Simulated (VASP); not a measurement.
# CdTe (F-43m) in VASP: settings compared, part 2 of 2

VASP 6.6.1. Earlier steps stand in the parts before.

## Step 3: Single point, r2SCAN (volume changed by -6%)

POSCAR

```
CdTe
1.0
    0.0000000000      3.2129984699      3.2129984699
    3.2129984699      0.0000000000      3.2129984699
    3.2129984699      3.2129984699      0.0000000000
Cd Te
1 1
Direct
    0.0000000000      0.0000000000      0.0000000000
    0.2500000000      0.2500000000      0.2500000000
```

INCAR.step1

```
SYSTEM = CdTe
ALGO = Normal ; EDIFF = 1E-4
ENCUT = 520 ; GGA = PE
ISMEAR = 0 ; LASPH = .True.
LCHARG = .False. ; LREAL = .False.
LWAVE = .True. ; NBANDS = 16
NELM = 80 ; PREC = Accurate
SIGMA = 0.01
```

INCAR.step2

```
SYSTEM = CdTe
ALGO = Normal ; EDIFF = 1E-7
ENCUT = 520 ; ISIF = 2
ISMEAR = 0 ; ISTART = 1
LASPH = .True. ; LCHARG = .False.
LMIXTAU = .True. ; LREAL = .False.
LWAVE = .False. ; METAGGA = R2SCAN
NBANDS = 16 ; NELM = 80
PREC = Accurate ; SIGMA = 0.01
```

KPOINTS

```
k-points
0
Gamma
  6 6 6
  0 0 0
```

Potentials or basis: VASP PAW PBE potentials, release 64 (Cd, Te).

Run with:

```console
$ cat potpaw_PBE.64/Cd/POTCAR potpaw_PBE.64/Te/POTCAR > POTCAR
$ cp INCAR.step1 INCAR
$ mpirun -np 1 vasp_std > vasp.out
$ cp INCAR.step2 INCAR
$ mpirun -np 1 vasp_std > vasp.out
```

OUTCAR:

```text
SYSTEM = CdTe
   EDIFF = 1E-7
   ENCUT = 520
   ISIF = 2
   ISMEAR = 0
   ISTART = 1
   LASPH = .True.
   LREAL = .False.
   METAGGA = R2SCAN
   NELM = 80
   PREC = Accurate

 ion  position               nearest neighbor table
   1  0.000  0.000  0.000-   2 2.78   2 2.78   2 2.78   2 2.78
   2  0.250  0.250  0.250-   1 2.78   1 2.78   1 2.78   1 2.78

  LATTYP: Found a face centered cubic cell.
 ALAT       =     6.4259969398

  Lattice vectors:

 A1 = (   0.0000000000,   3.2129984699,   3.2129984699)
 A2 = (   3.2129984699,   0.0000000000,   3.2129984699)
 A3 = (   3.2129984699,   3.2129984699,   0.0000000000)

Analysis of symmetry for initial positions (statically):
=====================================================================
 Subroutine PRICEL returns:
 Original cell was already a primitive cell.

 Routine SETGRP: Setting up the symmetry group for a
 face centered cubic supercell.

 Subroutine GETGRP returns: Found 24 space group operations
 (whereof 24 operations were pure point group operations)
 out of a pool of 48 trial point group operations.

The static configuration has the point symmetry T_d .

Analysis of symmetry for dynamics (positions and initial velocities):
=====================================================================
 Subroutine PRICEL returns:
 Original cell was already a primitive cell.

 Routine SETGRP: Setting up the symmetry group for a
 face centered cubic supercell.

 Subroutine GETGRP returns: Found 24 space group operations
 (whereof 24 operations were pure point group operations)
 out of a pool of 48 trial point group operations.

The dynamic configuration has the point symmetry T_d .

 Subroutine INISYM returns: Found 24 space group operations
 (whereof 24 operations are pure point group operations),
 and found     1 'primitive' translations

----------------------------------------------------------------------------------------

                                     Primitive cell

  volume of cell :      66.3379

  direct lattice vectors                    reciprocal lattice vectors
     0.000000000  3.212998470  3.212998470    -0.155617877  0.155617877  0.155617877
     3.212998470  0.000000000  3.212998470     0.155617877 -0.155617877  0.155617877
     3.212998470  3.212998470  0.000000000     0.155617877  0.155617877 -0.155617877

  length of vectors
     4.543866012  4.543866012  4.543866012     0.269538069  0.269538069  0.269538069

  position of ions in fractional coordinates (direct lattice)
     0.000000000  0.000000000  0.000000000
     0.250000000  0.250000000  0.250000000

  ion indices of the primitive-cell ions
   primitive index   ion index
                 1           1
                 2           2

----------------------------------------------------------------------------------------

 KPOINTS: k-points

Automatic generation of k-mesh.
 Grid dimensions read from file:
 generate k-points for:    6    6    6

 Generating k-lattice:

  Cartesian coordinates                     Fractional coordinates (reciprocal lattice)
    -0.025936313  0.025936313  0.025936313     0.166666667  0.000000000  0.000000000
     0.025936313 -0.025936313  0.025936313     0.000000000  0.166666667  0.000000000
     0.025936313  0.025936313 -0.025936313     0.000000000  0.000000000  0.166666667

  Length of vectors
     0.044923012  0.044923012  0.044923012

  Shift w.r.t. Gamma in fractional coordinates (k-lattice)
     0.000000000  0.000000000  0.000000000

 Subroutine IBZKPT returns following result:
 ===========================================

 Found     16 irreducible k-points:

 Following reciprocal coordinates:
            Coordinates               Weight
  0.000000  0.000000  0.000000      1.000000
  0.166667  0.000000  0.000000      8.000000
  0.333333  0.000000  0.000000      8.000000
  0.500000  0.000000  0.000000      4.000000
  0.166667  0.166667  0.000000      6.000000
  0.333333  0.166667  0.000000     24.000000
[... 8 lines left out ...]
 -0.333333  0.333333  0.166667     24.000000
 -0.333333  0.500000  0.166667     12.000000
   k-points           NKPTS =     16   k-points in BZ     NKDIM =     16   number of bands    NBANDS=     16
   number of dos      NEDOS =    301   number of ions     NIONS =      2
   total plane-waves  NPLWV =  46656
   dimension x,y,z NGX =    36 NGY =   36 NGZ =   36
   dimension x,y,z NGXF=    72 NGYF=   72 NGZF=   72
   ions per type =               1   1
   NGX,Y,Z   is equivalent  to a cutoff of  13.17, 13.17, 13.17 a.u.
   NGXF,Y,Z  is equivalent  to a cutoff of  26.34, 26.34, 26.34 a.u.
 SYSTEM =  CdTe
   PREC   = accura    normal or accurate (medium, high low for compatibility)
   ISTART =      1    job   : 0-new  1-cont  2-samecut
   ICHARG =      0    charge: 1-file 2-atom 10-const
   ISPIN  =      1    spin polarized calculation?
   LNONCOLLINEAR =      F non collinear calculations
   LSORBIT =      F    spin-orbit coupling
   LASPH  =      T    aspherical Exc in radial PAW
   ENCUT  =  520.0 eV  38.22 Ry    6.18 a.u.   8.45  8.45  8.45*2*pi/ulx,y,z
   NELM   =     80;   NELMIN=  2; NELMDL=  0     # of ELM steps
   EDIFF  = 0.1E-06   stopping-criterion for ELM
   LREAL  =      F    real-space projection
   EDIFFG = 0.1E-05   stopping-criterion for IOM
   NSW    =      0    number of steps for IOM
   IBRION =     -1    ionic relax: 0-MD 1-quasi-New 2-CG
   NFREE  =      0    steps in history (QN), initial steepest desc. (CG)
   ISIF   =      2    stress and relaxation
   ISYM   =      2    0-nonsym 1-usesym 2-fastsym
   POTIM  = 0.5000    time-step for ionic-motion
   TEBEG  =    0.0;   TEEND  =   0.0 temperature during run
   PSTRESS=    0.0 pullay stress
   NELECT =      18.0000    total number of electrons
   NUPDOWN=      -1.0000    fix difference up-down
   EMIN   =  10.00;   EMAX   =-10.00  energy-range for DOS
   EFERMI =   0.00;   METHOD = LEGACY
   ISMEAR =     0;   SIGMA  =   0.01  broadening in eV -4-tet -1-fermi 0-gaus
   EFERMI_NEDOS =   21; number of points for ismear=-14 and -15
   IALGO  =     38    algorithm
   IMIX   =      4    mixing-type and parameters
     AMIX     =   0.40;   BMIX     =  1.00
     AMIX_MAG =   1.60;   BMIX_MAG =  1.00
  volume/ion in A,a.u.               =      33.17       223.84
  Fermi-wavevector in a.u.,A,eV,Ry     =   1.059852  2.002830 15.283232  1.123286
  Thomas-Fermi vector in A             =   2.195212
   LORBIT       =      0    0 simple, 1 ext, 2 COOP (PROOUT), +10 PAW based schemes
   METAGGA = R2SCAN    functional components
   LHFCALC =     F    Hartree Fock is set to
   AEXX    =    0.0000 exact exchange contribution
   IVDW    =     0    specifies the selected vdW correction
   LEPSILON=     F    determine dielectric tensor
   LRPA    =     F    only Hartree local field effects (RPA)
 non-spin polarized calculation
 Gauss-broadening in eV      SIGMA  =   0.01
  energy-cutoff  :      520.00
  volume of cell :       66.34
 maximum number of plane-waves:      1820
 NGX is ok and might be reduce to    36
   NGX = 17   NGY = 17   NGZ = 17

 number of electron      17.9999994 magnetization

 Free energy of the ion-electron system (eV)
  ---------------------------------------------------
  ext. energy  EPLUGINS =         0.00000000
  ---------------------------------------------------
  free energy    TOTEN  =       -46.60317134 eV

  energy without entropy =      -46.60317134  energy(sigma->0) =      -46.60317134

 E-fermi :   2.4384     XC(G=0):  -9.2232

 val. band max:        2.3428765570   @ k =   0.0000   0.0000   0.0000
 cond. band min:       3.6995358078   @ k =   0.0000   0.0000   0.0000
 fundamental gap:      1.3566592507
 Fermi energy:         2.4384260366

 k-point     1 :       0.0000    0.0000    0.0000
  band No.  band energies     occupation
      1      -9.3423      2.00000
      2      -6.3132      2.00000
      3      -6.3132      2.00000
      4      -6.3132      2.00000
      5      -6.0071      2.00000
      6      -6.0071      2.00000
[... 8 lines left out ...]
     15      12.2156      0.00000
     16      12.2156      0.00000
[... 267 lines left out ...]
 k-point    16 :      -0.3333    0.5000    0.1667
  band No.  band energies     occupation
      1      -8.7778      2.00000
      2      -6.1610      2.00000
      3      -6.1586      2.00000
      4      -6.0627      2.00000
      5      -5.9928      2.00000
      6      -5.3791      2.00000
[... 8 lines left out ...]
     15      14.0907      0.00000
     16      14.4861      0.00000

------------------------ aborting loop because EDIFF is reached ----------------------------------------

  FORCE on cell =-STRESS in cart. coord.  units (eV):
  Direction    XX          YY          ZZ          XY          YZ          ZX
  --------------------------------------------------------------------------------------
  -------------------------------------------------------------------------------------
  Total        1.2304168      1.2304168      1.2304168      0.0000000     -0.0000000      0.0000000
  in kB       29.7167474     29.7167474     29.7167474      0.0000000     -0.0000000      0.0000000
  external PRESSURE =      29.7167474 kB  Pullay stress =       0.0000000 kB

 VOLUME and BASIS-vectors are now :
 -----------------------------------------------------------------------------
  energy-cutoff  :      520.00
  volume of cell :       66.34
      direct lattice vectors                 reciprocal lattice vectors
     0.000000000  3.212998470  3.212998470    -0.155617877  0.155617877  0.155617877
     3.212998470  0.000000000  3.212998470     0.155617877 -0.155617877  0.155617877
     3.212998470  3.212998470  0.000000000     0.155617877  0.155617877 -0.155617877

 POSITION                                       TOTAL-FORCE (eV/Angst)
 -----------------------------------------------------------------------------------
      0.00000      0.00000      0.00000        -0.000000      0.000000      0.000000
      1.60650      1.60650      1.60650         0.000000     -0.000000     -0.000000
 -----------------------------------------------------------------------------------
    total drift:                               -0.000002     -0.000002     -0.000002

  FREE ENERGIE OF THE ION-ELECTRON SYSTEM (eV)
  ---------------------------------------------------
  free  energy   TOTEN  =       -46.6031713397 eV

  energy  without entropy=      -46.6031713397  energy(sigma->0) =      -46.60317134
```

Wall time 33 s (1 thread of Intel Xeon 6975P-C (Granite Rapids), shared host); peak memory 0.22 GiB.

What came out:

| Item | Value |
| --- | --- |
| Free energy | -46.6032 eV |
| Pressure | 3.0 GPa |
| Band gap on the k mesh | 1.36 eV, direct |

Caveat: the cell differs from its parent crystal (volume changed by -6%); the PAW data sets were made with another functional, which shifts forces and pressure a little; spin-orbit coupling is left out, which moves the levels of the heavy elements.

## Step 4: Single point, r2SCAN (volume changed by -3%)

POSCAR

```
CdTe
1.0
    0.0000000000      3.2468219920      3.2468219920
    3.2468219920      0.0000000000      3.2468219920
    3.2468219920      3.2468219920      0.0000000000
Cd Te
1 1
Direct
    0.0000000000      0.0000000000      0.0000000000
    0.2500000000      0.2500000000      0.2500000000
```

INCAR.step1

```
ALGO     = Normal         # electronic algorithm
EDIFF    = 1E-4           # SCF threshold, eV
ENCUT    = 520            # plane-wave cutoff, eV
GGA      = PE             # functional
ISMEAR   = 0              # smearing method
LASPH    = True           # aspherical terms in the spheres
LCHARG   = False          # write CHGCAR
LREAL    = False          # projectors in reciprocal space
LWAVE    = True           # write WAVECAR
NBANDS   = 16             # bands
NELM     = 60             # most SCF steps
PREC     = Accurate       # precision mode
SIGMA    = 0.01           # smearing width, eV
```

INCAR.step2

```
ALGO     = Normal         # electronic algorithm
EDIFF    = 1E-6           # SCF threshold, eV
ENCUT    = 520            # plane-wave cutoff, eV
ISIF     = 2              # what is computed and relaxed
ISMEAR   = 0              # smearing method
ISTART   = 1            
LASPH    = True           # aspherical terms in the spheres
LCHARG   = True           # write CHGCAR
LELF     = True           # ELF
LMIXTAU  = True         
LREAL    = False          # projectors in reciprocal space
LVHAR    = True         
LWAVE    = False          # write WAVECAR
METAGGA  = R2SCAN         # meta-GGA
NBANDS   = 16             # bands
NELM     = 60             # most SCF steps
PREC     = Accurate       # precision mode
SIGMA    = 0.01           # smearing width, eV
```

KPOINTS

```
k-points
0
Gamma
  6 6 6
```

Run with:

```console
$ cat potpaw_PBE.64/Cd/POTCAR potpaw_PBE.64/Te/POTCAR > POTCAR
$ cp INCAR.step1 INCAR
$ mpirun -np 1 vasp_std > vasp.out
$ cp INCAR.step2 INCAR
$ mpirun -np 1 vasp_std > vasp.out
```

It took 30 s on 1 thread of Intel Xeon 6975P-C (Granite Rapids), shared host; peak memory 0.22 GiB.

The run converged. Its results:

```
Free energy            : -46.6318 eV
Pressure               : 1.4 GPa
Band gap on the k mesh : 1.25 eV, direct
```

Levels at points of the mesh, in eV from the valence-band top:
```tsv
k point	band 7	band 8	band 9	band 10	band 11	band 12
(0.00, 0.00, 0.00)	0.00	0.00	0.00	1.25	5.03	5.03
(0.50, 0.00, 0.00)	-4.46	-0.78	-0.78	2.23	5.59	5.59
(0.50, 0.50, 0.00)	-4.33	-1.89	-1.89	2.89	2.99	9.43
```

Caveat: the cell differs from its parent crystal (volume changed by -3%); the PAW data sets were made with another functional, which shifts forces and pressure a little; spin-orbit coupling is left out, which moves the levels of the heavy elements.

## Step 5: Single point, r2SCAN

This run uses another cell than the first one, of 35.29 Å³/atom, 0.918 times its volume.

POSCAR

```
CdTe
1.0
    0.0000000000      3.2799551171      3.2799551171
    3.2799551171      0.0000000000      3.2799551171
    3.2799551171      3.2799551171      0.0000000000
Cd Te
1 1
Direct
    0.0000000000      0.0000000000      0.0000000000
    0.2500000000      0.2500000000      0.2500000000
```

INCAR.step1

```
SYSTEM = CdTe
PREC = Accurate
ENCUT = 520
ISMEAR = 0
SIGMA = 0.01
LREAL = .False.
LASPH = .True.
NELM = 80
NBANDS = 16
GGA = PE
ALGO = Normal
EDIFF = 1E-4
LWAVE = .True.
LCHARG = .False.
```

INCAR.step2

```
SYSTEM = CdTe
PREC = Accurate
ENCUT = 520
EDIFF = 1E-6
ISMEAR = 0
SIGMA = 0.01
LREAL = .False.
LASPH = .True.
NELM = 80
ALGO = Normal
ISIF = 2
LWAVE = .False.
LCHARG = .False.
METAGGA = R2SCAN
LMIXTAU = .True.
NBANDS = 16
ISTART = 1
```

KPOINTS

```
regular mesh
0
Gamma
  6 6 6
  0 0 0
```

Run with:

```console
$ cat potpaw_PBE.64/Cd/POTCAR potpaw_PBE.64/Te/POTCAR > POTCAR
$ cp INCAR.step1 INCAR
$ mpirun -np 1 vasp_std > vasp.out
$ cp INCAR.step2 INCAR
$ mpirun -np 1 vasp_std > vasp.out
```

Wall time 29 s (1 thread of Intel Xeon 6975P-C (Granite Rapids), shared host); peak memory 0.22 GiB.

Results (log left out):

```
Free energy            : -46.6414 eV
Pressure               : 0.1 GPa
Band gap on the k mesh : 1.15 eV, direct
```

Levels at points of the mesh, in eV from the valence-band top:
| k point | band 6 | band 7 | band 8 | band 9 | band 10 | band 11 | band 12 | band 13 |
| --- | --- | --- | --- | --- | --- | --- | --- | --- |
| (0.00, 0.00, 0.00) | -8.19 | 0.00 | 0.00 | 0.00 | 1.15 | 5.05 | 5.05 | 5.05 |
| (0.50, 0.00, 0.00) | -7.84 | -4.29 | -0.74 | -0.74 | 2.19 | 5.60 | 5.60 | 7.38 |
| (0.50, 0.50, 0.00) | -7.70 | -4.17 | -1.79 | -1.79 | 2.95 | 2.99 | 9.25 | 9.63 |

Caveat: the PAW data sets were made with another functional, which shifts forces and pressure a little; spin-orbit coupling is left out, which moves the levels of the heavy elements. r2SCAN opens gaps a little over a GGA but as a rule still falls short of measured ones.

## Step 6: The runs side by side

| level | cell | gap on the mesh (eV) | pressure (GPa) |
| --- | --- | --- | --- |
| PBE | a = 4.773 Å, angles 60.0°, 2 atoms | 0.41 | -1.7 |
| r2SCAN | a = 4.544 Å, angles 60.0°, 2 atoms | 1.36 | 3.0 |
| r2SCAN | a = 4.592 Å, angles 60.0°, 2 atoms | 1.25 | 1.4 |
| r2SCAN | a = 4.639 Å, angles 60.0°, 2 atoms | 1.15 | 0.1 |

Alike in all rows: task single point; potentials or basis VASP PAW PBE potentials, release 64 (Cd, Te); no spin polarisation; k mesh 6 × 6 × 6; cutoff (eV) 520; smearing gaussian 0.01 eV.

Caveats: spin-orbit coupling is left out, which moves the levels of the heavy elements; the PAW data sets were made with another functional, which shifts forces and pressure a little (some runs).

Absolute energies hang on the potentials; compare differences alone.
